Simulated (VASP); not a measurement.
# Na3N2 (P4/mmm) in VASP: single point with PBE

Aim: the single point of Na3N2 with PBE.

All numbers are computed with VASP 6.6.1; they aren't measurements. Logs are shortened: lines on timing, memory, paths and dates and some standing lists are left out, and cuts for length are marked.

## (1) The cell of the first run

The structure is tetragonal, space group P4/mmm (No. 123). Conventional cell: a = 6.562 Å, b = 6.562 Å, c = 8.478 Å, α = 90.00°, β = 90.00°, γ = 90.00°. Within 4.3 Å of Na (site symmetry mmm) lie 2 Na at 3.28 Å. Na (site symmetry 4/mmm) has 4 Na at 3.28 Å and 2 N at 3.69 Å within 4.3 Å. Within 1.5 Å of N (site symmetry 4mm) lie 1 N at 1.11 Å.

## (2) Single point, PBE

INCAR reads:

```
SYSTEM = Na3N2
PREC     = Accurate       ! precision mode
ENCUT    = 520            ! plane-wave cutoff, eV
EDIFF    = 1E-6           ! SCF threshold, eV
ISMEAR   = 0              ! smearing method
SIGMA    = 0.1            ! smearing width, eV
LREAL    = .False.        ! projectors in reciprocal space
LASPH    = .True.         ! aspherical terms in the spheres
NELM     = 100            ! most SCF steps
ALGO     = Normal         ! electronic algorithm
ISIF     = 2              ! what is computed and relaxed
LWAVE    = .False.        ! write WAVECAR
LCHARG   = .True.         ! write CHGCAR
GGA      = PE             ! functional
LELF     = .True.         ! ELF
LVHAR    = .True.       
NBANDS   = 24             ! bands
```

KPOINTS reads:

```
Automatic mesh
0
Gamma
  6 6 6
  0 0 0
```

POSCAR reads:

```
Na3N2
1.0
    6.5620351830      0.0000000000      0.0000000000
    0.0000000000      6.5620351830      0.0000000000
    0.0000000000      0.0000000000      8.4778272085
Na N
3 2
Direct
    0.0000000000      0.5000000000      0.5000000000
    0.5000000000      0.0000000000      0.5000000000
    0.5000000000      0.5000000000      0.5000000000
    0.5000000000      0.5000000000      0.0651838929
    0.5000000000      0.5000000000      0.9348161071
```

Potentials or basis: VASP PAW PBE potentials, release 64 (Na_pv, N).

Run with:

```bash
cat potpaw_PBE.64/Na_pv/POTCAR potpaw_PBE.64/N/POTCAR > POTCAR
mpirun -np 1 vasp_std > vasp.out
```

OUTCAR:

```text
SYSTEM = Na3N2
   PREC = Accurate
   ENCUT = 520
   EDIFF = 1E-6
   ISMEAR = 0
   LREAL = .False.
   LASPH = .True.
   NELM = 100
   ISIF = 2
   GGA = PE

 ion  position               nearest neighbor table
   1  0.000  0.500  0.500-
   2  0.500  0.000  0.500-
   3  0.500  0.500  0.500-
   4  0.500  0.500  0.065-   5 1.11
   5  0.500  0.500  0.935-   4 1.11

  LATTYP: Found a simple tetragonal cell.
 ALAT       =     6.5620351830
 C/A-ratio  =     1.2919508921

  Lattice vectors:

 A1 = (   6.5620351830,   0.0000000000,   0.0000000000)
 A2 = (   0.0000000000,   6.5620351830,   0.0000000000)
 A3 = (   0.0000000000,   0.0000000000,   8.4778272085)

Analysis of symmetry for initial positions (statically):
=====================================================================
 Subroutine PRICEL returns:
 Original cell was already a primitive cell.

 Routine SETGRP: Setting up the symmetry group for a
 simple tetragonal supercell.

 Subroutine GETGRP returns: Found 16 space group operations
 (whereof 16 operations were pure point group operations)
 out of a pool of 16 trial point group operations.

The static configuration has the point symmetry D_4h.

Analysis of symmetry for dynamics (positions and initial velocities):
=====================================================================
 Subroutine PRICEL returns:
 Original cell was already a primitive cell.

 Routine SETGRP: Setting up the symmetry group for a
 simple tetragonal supercell.

 Subroutine GETGRP returns: Found 16 space group operations
 (whereof 16 operations were pure point group operations)
 out of a pool of 16 trial point group operations.

The dynamic configuration has the point symmetry D_4h.

 Subroutine INISYM returns: Found 16 space group operations
 (whereof 16 operations are pure point group operations),
 and found     1 'primitive' translations

----------------------------------------------------------------------------------------

                                     Primitive cell

  volume of cell :     365.0578

  direct lattice vectors                    reciprocal lattice vectors
     6.562035183  0.000000000  0.000000000     0.152391746  0.000000000  0.000000000
     0.000000000  6.562035183  0.000000000     0.000000000  0.152391746  0.000000000
     0.000000000  0.000000000  8.477827209     0.000000000  0.000000000  0.117954751

  length of vectors
     6.562035183  6.562035183  8.477827209     0.152391746  0.152391746  0.117954751

  position of ions in fractional coordinates (direct lattice)
     0.000000000  0.500000000  0.500000000
     0.500000000  0.000000000  0.500000000
     0.500000000  0.500000000  0.500000000
     0.500000000  0.500000000  0.065183893
     0.500000000  0.500000000  0.934816107

  ion indices of the primitive-cell ions
   primitive index   ion index
                 1           1
                 2           2
                 3           3
                 4           4
                 5           5

----------------------------------------------------------------------------------------

 KPOINTS: Automatic mesh

Automatic generation of k-mesh.
 Grid dimensions read from file:
 generate k-points for:    6    6    6

 Generating k-lattice:

  Cartesian coordinates                     Fractional coordinates (reciprocal lattice)
     0.025398624  0.000000000  0.000000000     0.166666667  0.000000000  0.000000000
     0.000000000  0.025398624  0.000000000     0.000000000  0.166666667  0.000000000
     0.000000000  0.000000000  0.019659125     0.000000000  0.000000000  0.166666667

  Length of vectors
     0.025398624  0.025398624  0.019659125

  Shift w.r.t. Gamma in fractional coordinates (k-lattice)
     0.000000000  0.000000000  0.000000000

 Subroutine IBZKPT returns following result:
 ===========================================

 Found     40 irreducible k-points:

 Following reciprocal coordinates:
            Coordinates               Weight
  0.000000  0.000000  0.000000      1.000000
  0.166667  0.000000  0.000000      4.000000
  0.333333  0.000000  0.000000      4.000000
  0.500000  0.000000  0.000000      2.000000
  0.166667  0.166667  0.000000      4.000000
  0.333333  0.166667  0.000000      8.000000
[... 16 lines left out ...]
  0.333333  0.000000  0.333333      8.000000
  0.500000  0.000000  0.333333      4.000000
 [... further k-points ...]
   k-points           NKPTS =     40   k-points in BZ     NKDIM =     40   number of bands    NBANDS=     24
   number of dos      NEDOS =    301   number of ions     NIONS =      5
   total plane-waves  NPLWV = 160000
   dimension x,y,z NGX =    50 NGY =   50 NGZ =   64
   dimension x,y,z NGXF=   100 NGYF=  100 NGZF=  128
   ions per type =               3   2
   NGX,Y,Z   is equivalent  to a cutoff of  12.67, 12.67, 12.55 a.u.
   NGXF,Y,Z  is equivalent  to a cutoff of  25.33, 25.33, 25.10 a.u.
 SYSTEM =  Na3N2
   PREC   = accura    normal or accurate (medium, high low for compatibility)
   ISTART =      0    job   : 0-new  1-cont  2-samecut
   ICHARG =      2    charge: 1-file 2-atom 10-const
   ISPIN  =      1    spin polarized calculation?
   LNONCOLLINEAR =      F non collinear calculations
   LSORBIT =      F    spin-orbit coupling
   LASPH  =      T    aspherical Exc in radial PAW
   ENCUT  =  520.0 eV  38.22 Ry    6.18 a.u.  12.20 12.20 15.76*2*pi/ulx,y,z
   NELM   =    100;   NELMIN=  2; NELMDL= -5     # of ELM steps
   EDIFF  = 0.1E-05   stopping-criterion for ELM
   LREAL  =      F    real-space projection
   EDIFFG = 0.1E-04   stopping-criterion for IOM
   NSW    =      0    number of steps for IOM
   IBRION =     -1    ionic relax: 0-MD 1-quasi-New 2-CG
   NFREE  =      0    steps in history (QN), initial steepest desc. (CG)
   ISIF   =      2    stress and relaxation
   ISYM   =      2    0-nonsym 1-usesym 2-fastsym
   POTIM  = 0.5000    time-step for ionic-motion
   TEBEG  =    0.0;   TEEND  =   0.0 temperature during run
   PSTRESS=    0.0 pullay stress
   NELECT =      31.0000    total number of electrons
   NUPDOWN=      -1.0000    fix difference up-down
   EMIN   =  10.00;   EMAX   =-10.00  energy-range for DOS
   EFERMI =   0.00;   METHOD = LEGACY
   ISMEAR =     0;   SIGMA  =   0.10  broadening in eV -4-tet -1-fermi 0-gaus
   EFERMI_NEDOS =   21; number of points for ismear=-14 and -15
   IALGO  =     38    algorithm
   IMIX   =      4    mixing-type and parameters
     AMIX     =   0.40;   BMIX     =  1.00
     AMIX_MAG =   1.60;   BMIX_MAG =  1.00
  volume/ion in A,a.u.               =      73.01       492.71
  Fermi-wavevector in a.u.,A,eV,Ry     =   0.719573  1.359796  7.044896  0.517785
  Thomas-Fermi vector in A             =   1.808803
   LORBIT       =      0    0 simple, 1 ext, 2 COOP (PROOUT), +10 PAW based schemes
   GGA     = PE    functional components
   LHFCALC =     F    Hartree Fock is set to
   AEXX    =    0.0000 exact exchange contribution
   IVDW    =     0    specifies the selected vdW correction
   LEPSILON=     F    determine dielectric tensor
   LRPA    =     F    only Hartree local field effects (RPA)
 non-spin polarized calculation
 Gauss-broadening in eV      SIGMA  =   0.10
  energy-cutoff  :      520.00
  volume of cell :      365.06
 maximum number of plane-waves:      9880
 NGX is ok and might be reduce to    50
   NGX = 25   NGY = 25   NGZ = 31

 number of electron      31.0000013 magnetization

 Free energy of the ion-electron system (eV)
  ---------------------------------------------------
  ext. energy  EPLUGINS =         0.00000000
  ---------------------------------------------------
  free energy    TOTEN  =       -19.25199633 eV

  energy without entropy =      -19.23189132  energy(sigma->0) =      -19.24194382

 E-fermi :  -1.3531     XC(G=0):  -4.0287

 val. band max:       -1.3607523450   @ k =   0.3333   0.1667   0.5000
 cond. band min:      -1.3478585699   @ k =   0.3333   0.1667   0.3333
 fundamental gap:      0.0128937751
 Fermi energy:        -1.3530842761

 k-point     1 :       0.0000    0.0000    0.0000
  band No.  band energies     occupation
      1     -26.8090      2.00000
      2     -26.8087      2.00000
      3     -26.8009      2.00000
      4     -26.8009      2.00000
      5     -26.7869      2.00000
      6     -26.7869      2.00000
[... 16 lines left out ...]
     23       1.6200      0.00000
     24       2.9214      0.00000

 k-point     2 :       0.1667    0.0000    0.0000
  band No.  band energies     occupation
      1     -26.8090      2.00000
      2     -26.8087      2.00000
      3     -26.8009      2.00000
      4     -26.7999      2.00000
      5     -26.7869      2.00000
      6     -26.7869      2.00000
[... 16 lines left out ...]
     23       2.0130      0.00000
     24       2.3589      0.00000

 k-point     3 :       0.3333    0.0000    0.0000
  band No.  band energies     occupation
      1     -26.8089      2.00000
      2     -26.8087      2.00000
      3     -26.8009      2.00000
      4     -26.7977      2.00000
      5     -26.7870      2.00000
      6     -26.7870      2.00000
[... 16 lines left out ...]
     23       1.6572      0.00000
     24       1.8584      0.00000
[... 514 lines left out ...]
 k-point    23 :       0.3333    0.0000    0.3333
  band No.  band energies     occupation
      1     -26.8089      2.00000
      2     -26.8087      2.00000
      3     -26.8009      2.00000
      4     -26.7977      2.00000
      5     -26.7870      2.00000
      6     -26.7870      2.00000
[... 16 lines left out ...]
     23       1.9011      0.00000
     24       2.3881      0.00000

 k-point    24 :       0.5000    0.0000    0.3333
  band No.  band energies     occupation
      1     -26.8088      2.00000
      2     -26.8088      2.00000
      3     -26.8008      2.00000
      4     -26.7965      2.00000
      5     -26.7870      2.00000
      6     -26.7870      2.00000
[... 16 lines left out ...]
     23       1.5359      0.00000
     24       2.0332      0.00000

 [... further k-points ...]

------------------------ aborting loop because EDIFF is reached ----------------------------------------

  FORCE on cell =-STRESS in cart. coord.  units (eV):
  Direction    XX          YY          ZZ          XY          YZ          ZX
  --------------------------------------------------------------------------------------
  -------------------------------------------------------------------------------------
  Total       -0.0810069     -0.0810069      1.8097670      0.0000000     -0.0000000     -0.0000000
  in kB       -0.3555255     -0.3555255      7.9427625      0.0000000     -0.0000000     -0.0000000
  external PRESSURE =       2.4105705 kB  Pullay stress =       0.0000000 kB

 VOLUME and BASIS-vectors are now :
 -----------------------------------------------------------------------------
  energy-cutoff  :      520.00
  volume of cell :      365.06
      direct lattice vectors                 reciprocal lattice vectors
     6.562035183  0.000000000  0.000000000     0.152391746  0.000000000  0.000000000
     0.000000000  6.562035183  0.000000000     0.000000000  0.152391746  0.000000000
     0.000000000  0.000000000  8.477827209     0.000000000  0.000000000  0.117954751

 POSITION                                       TOTAL-FORCE (eV/Angst)
 -----------------------------------------------------------------------------------
      0.00000      3.28102      4.23891        -0.000000     -0.000000      0.000000
      3.28102      0.00000      4.23891        -0.000000     -0.000000      0.000000
      3.28102      3.28102      4.23891        -0.000000     -0.000000      0.000000
      3.28102      3.28102      0.55262        -0.000000      0.000000      1.678381
      3.28102      3.28102      7.92521         0.000000      0.000000     -1.678381
 -----------------------------------------------------------------------------------
    total drift:                                0.000000     -0.000000      0.000000

  FREE ENERGIE OF THE ION-ELECTRON SYSTEM (eV)
  ---------------------------------------------------
  free  energy   TOTEN  =       -19.2519963319 eV

  energy  without entropy=      -19.2318913150  energy(sigma->0) =      -19.24194382
```

Wall time 4.1 min (1 thread of Intel Xeon Platinum 8375C at 2.90GHz (Ice Lake), shared host); peak memory 0.58 GiB.

What came out:

| Item | Value |
| --- | --- |
| Free energy | -19.2520 eV |
| Pressure | 0.2 GPa |
| Largest force | 1.678 eV/Å |

Forces in eV/Å, atoms in the order of the input:
```
Na   0.000  0.000  0.000
Na   0.000  0.000  0.000
Na   0.000  0.000  0.000
N    0.000  0.000  1.678
N    0.000  0.000 -1.678
```

Levels at points of the mesh, in eV from the Fermi level:
| k point | band 12 | band 13 | band 14 | band 15 | band 16 | band 17 | band 18 | band 19 | band 20 | band 21 |
| --- | --- | --- | --- | --- | --- | --- | --- | --- | --- | --- |
| (0.00, 0.00, 0.00) | -8.63 | -8.63 | -7.32 | -1.63 | 0.85 | 0.85 | 1.34 | 1.55 | 1.55 | 1.83 |
| (0.50, 0.00, 0.00) | -8.63 | -8.63 | -7.32 | -0.98 | -0.50 | 0.74 | 0.86 | 2.01 | 2.02 | 2.57 |
| (0.50, 0.50, 0.00) | -8.63 | -8.63 | -7.31 | -0.21 | -0.02 | -0.02 | 0.77 | 0.77 | 0.92 | 2.85 |
| (0.00, 0.00, 0.50) | -8.63 | -8.63 | -7.31 | -1.63 | 0.76 | 0.76 | 0.99 | 1.76 | 1.76 | 1.91 |
| (0.50, 0.00, 0.50) | -8.63 | -8.63 | -7.31 | -1.00 | -0.52 | 0.80 | 0.96 | 1.75 | 1.79 | 2.20 |
| (0.50, 0.50, 0.50) | -8.63 | -8.63 | -7.31 | -0.25 | -0.09 | -0.09 | 0.99 | 1.03 | 1.03 | 2.29 |

Caveat: the standard files for N, O and F lose accuracy on very short bonds; forces of over 1 eV/Å act on the atoms, so gaps and moduli don't describe the material at rest.
